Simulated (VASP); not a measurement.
# Ni (Fm-3m) in VASP: further runs, part 3 of 3

VASP 6.6.1.

## (6) Single point, BLYP, collinear spin, ferromagnetic start

This run uses another cell than the first one, of 11.45 Å³/atom.

The input, INCAR:

```
  AGGAC = 1.0
  AGGAX = 1.0
  ALDAC = 0.0
  ALDAX = 1.0
  ALGO = Normal
  EDIFF = 1E-6
  ENCUT = 520
  GGA = B5
  ISIF = 2
  ISMEAR = -1
  ISPIN = 2
  LASPH = True
  LCHARG = False
  LMAXMIX = 4
  LORBIT = 11
  LREAL = False
  LWAVE = False
  MAGMOM = 0.677
  NBANDS = 15
  NELM = 150
  PREC = Accurate
  SIGMA = 0.05
```

The input, KPOINTS:

```
k-points
0
Gamma
  25 25 25
```

The input, POSCAR:

```
Ni
1.0
    0.0000000000      1.7886813534      1.7886813534
    1.7886813534      0.0000000000      1.7886813534
    1.7886813534      1.7886813534      0.0000000000
Ni
1
Direct
    0.0000000000      0.0000000000      0.0000000000
```

Potentials or basis: VASP PAW PBE potentials, release 64 (Ni).

Run with:

```sh
$ cat potpaw_PBE.64/Ni/POTCAR > POTCAR
$ mpirun -np 1 vasp_std > vasp.out
```

OUTCAR:

```text
EDIFF = 1E-6
   ENCUT = 520
   GGA = B5
   ISIF = 2
   ISMEAR = -1
   ISPIN = 2
   LASPH = True
   LORBIT = 11
   LREAL = False
   NELM = 150
   PREC = Accurate

 ion  position               nearest neighbor table
   1  0.000  0.000  0.000-

  LATTYP: Found a face centered cubic cell.
 ALAT       =     3.5773627068

  Lattice vectors:

 A1 = (   0.0000000000,   1.7886813534,   1.7886813534)
 A2 = (   1.7886813534,   0.0000000000,   1.7886813534)
 A3 = (   1.7886813534,   1.7886813534,   0.0000000000)

Analysis of symmetry for initial positions (statically):
=====================================================================
 Subroutine PRICEL returns:
 Original cell was already a primitive cell.

 Routine SETGRP: Setting up the symmetry group for a
 face centered cubic supercell.

 Subroutine GETGRP returns: Found 48 space group operations
 (whereof 48 operations were pure point group operations)
 out of a pool of 48 trial point group operations.

The static configuration has the point symmetry O_h .

Analysis of symmetry for dynamics (positions and initial velocities):
[... 622 lines left out ...]
      4       7.5557      1.00000
      5       8.4602      1.00000
      6       8.4603      1.00000
      7      32.6562      0.00000
      8      35.9551      0.00000
      9      35.9551      0.00000
     10      35.9551      0.00000
     11      38.9599      0.00000
     12      38.9599      0.00000
     13      38.9599      0.00000
     14      42.2858      0.00000
[... 403 lines left out ...]
      4       8.2575      1.00000
      5       9.2123      0.13992
      6       9.3724      0.00658
      7      16.1049      0.00000
      8      31.1392      0.00000
      9      32.1067      0.00000
     10      32.9731      0.00000
     11      36.6882      0.00000
     12      37.3182      0.00000
     13      42.0511      0.00000
     14      50.8431      0.00000
     15      53.2077      0.00000

 [... further k-points ...]
[... 5 lines left out ...]
  --------------------------------------------------------------------------------------
  -------------------------------------------------------------------------------------
  Total        0.0049380      0.0049380      0.0049380      0.0000000      0.0000000     -0.0000000
  in kB        0.6912502      0.6912502      0.6912502      0.0000000      0.0000000     -0.0000000
  external PRESSURE =       0.6912502 kB  Pullay stress =       0.0000000 kB

 VOLUME and BASIS-vectors are now :
 -----------------------------------------------------------------------------
  energy-cutoff  :      520.00
  volume of cell :       11.45
      direct lattice vectors                 reciprocal lattice vectors
     0.000000000  1.788681353  1.788681353    -0.279535536  0.279535536  0.279535536
     1.788681353  0.000000000  1.788681353     0.279535536 -0.279535536  0.279535536
     1.788681353  1.788681353  0.000000000     0.279535536  0.279535536 -0.279535536

 POSITION                                       TOTAL-FORCE (eV/Angst)
 -----------------------------------------------------------------------------------
      0.00000      0.00000      0.00000         0.000000      0.000000     -0.000000
 -----------------------------------------------------------------------------------
    total drift:                                0.000000      0.000000      0.000000

  FREE ENERGIE OF THE ION-ELECTRON SYSTEM (eV)
  ---------------------------------------------------
  free  energy   TOTEN  =        -4.6148019463 eV

  energy  without entropy=       -4.5999062002  energy(sigma->0) =       -4.60735407

 total charge

# of ion       s       p       d       tot
------------------------------------------
    1        0.480   0.441   8.349   9.270

 magnetization (x)

# of ion       s       p       d       tot
------------------------------------------
    1       -0.007  -0.023   0.652   0.623
```

OSZICAR:

```text
N       E                     dE             d eps       ncg     rms          rms(c)
DAV:   1     0.342726281112E+02    0.34273E+02   -0.42146E+03 28854   0.845E+02
DAV:   2    -0.398209190560E+01   -0.38255E+02   -0.35557E+02 30919   0.161E+02
DAV:   3    -0.549260231944E+01   -0.15105E+01   -0.14909E+01 33432   0.314E+01
DAV:   4    -0.550257890846E+01   -0.99766E-02   -0.99748E-02 33402   0.243E+00
DAV:   5    -0.550271604253E+01   -0.13713E-03   -0.13713E-03 34259   0.256E-01    0.891E+00
DAV:   6    -0.497782836854E+01    0.52489E+00   -0.12890E+01 39522   0.386E+01    0.582E+00
DAV:   7    -0.462867925153E+01    0.34915E+00   -0.24285E+00 36915   0.153E+01    0.161E+00
DAV:   8    -0.461757425831E+01    0.11105E-01   -0.18676E-02 32385   0.871E-01    0.810E-01
DAV:   9    -0.461527356429E+01    0.23007E-02   -0.17867E-03 43952   0.260E-01    0.232E-01
DAV:  10    -0.461480693854E+01    0.46663E-03   -0.58777E-04 43866   0.140E-01    0.341E-02
DAV:  11    -0.461480023041E+01    0.67081E-05   -0.44490E-05 40998   0.461E-02    0.298E-02
DAV:  12    -0.461480172465E+01   -0.14942E-05   -0.10487E-06 31127   0.932E-03    0.116E-02
DAV:  13    -0.461480194628E+01   -0.22163E-06   -0.55751E-07 29545   0.802E-03
   1 F= -.46148019E+01 E0= -.46073541E+01  d E =-.148957E-01  mag=     0.6103
```

stdout:

```text
POSCAR found type information on POSCAR Ni
 POSCAR found :  1 types and       1 ions
 scaLAPACK will be used
 -----------------------------------------------------------------------------
|                                                                             |
|                                                                             |
|     You enforced a specific xc type in the INCAR file but a different       |
|     I HOPE YOU KNOW WHAT YOU ARE DOING!                                     |
|                                                                             |
 -----------------------------------------------------------------------------

 LDA part: xc-table for (Slater(with rela. corr.)+VWN5), standard interpolation
 POSCAR, INCAR and KPOINTS ok, starting setup
 FFT: planning ... GRIDC
 FFT: planning ... GRID_SOFT
 FFT: planning ... GRID
 WAVECAR not read
 entering main loop
```

Run time: 2.9 min. Hardware: 1 thread of Intel Xeon Platinum 8259CL at 2.50GHz (Skylake/Cascade Lake), shared host; peak memory 0.23 GiB.

Results:

```yaml
Free_energy: -4.6148 eV
Pressure: 0.1 GPa
Net_moment: 0.61 μB per cell
Site_moments: Ni +0.62 μB
Valence_electrons_inside_the_program's_atomic_spheres: Ni 9.27
```

Levels at points of the mesh, in eV from the Fermi level:
Spin up:
| k point | band 3 | band 4 | band 5 | band 6 | band 7 | band 8 |
| --- | --- | --- | --- | --- | --- | --- |
| (0.00, 0.00, 0.00) | -2.29 | -2.29 | -1.20 | -1.20 | 23.66 | 26.82 |
Spin down:
```csv
k point,band 2,band 3,band 4,band 5,band 6,band 7,band 8,band 9
"(0.00, 0.00, 0.00)",-1.57,-1.57,-1.57,-0.66,-0.66,23.53,26.83,26.83
```

Caveat: the PAW data sets were made with another functional, which shifts forces and pressure a little.

## (7) Overview

| task | cell | k mesh | cutoff (eV) | gap on the mesh (eV) | pressure (GPa) | moment (μB) |
| --- | --- | --- | --- | --- | --- | --- |
| relaxation of cell and atoms | relaxed from a = 2.492 Å, angles 60.0°, 1 atom | 15 × 15 × 15 | 600 | none | -0.1 | 0.63 |
| single point | a = 2.424 Å, angles 60.0°, 1 atom | 25 × 25 × 25 | 520 | none | 29.6 | 0.59 |
| single point | a = 2.460 Å, angles 60.0°, 1 atom | 25 × 25 × 25 | 520 | none | 17.3 | 0.60 |
| single point | a = 2.495 Å, angles 60.0°, 1 atom | 25 × 25 × 25 | 520 | none | 7.7 | 0.60 |
| single point | a = 2.530 Å, angles 60.0°, 1 atom | 25 × 25 × 25 | 520 | none | 0.1 | 0.61 |

Alike in all rows: level BLYP; potentials or basis VASP PAW PBE potentials, release 64 (Ni); spin collinear, ferromagnetic start; smearing fermi-dirac 0.05 eV.

Caveats: the PAW data sets were made with another functional, which shifts forces and pressure a little; the cell stands under pressure (at least some runs).

Total energies depend on the potentials used, so only differences within one code and one set of settings carry meaning.
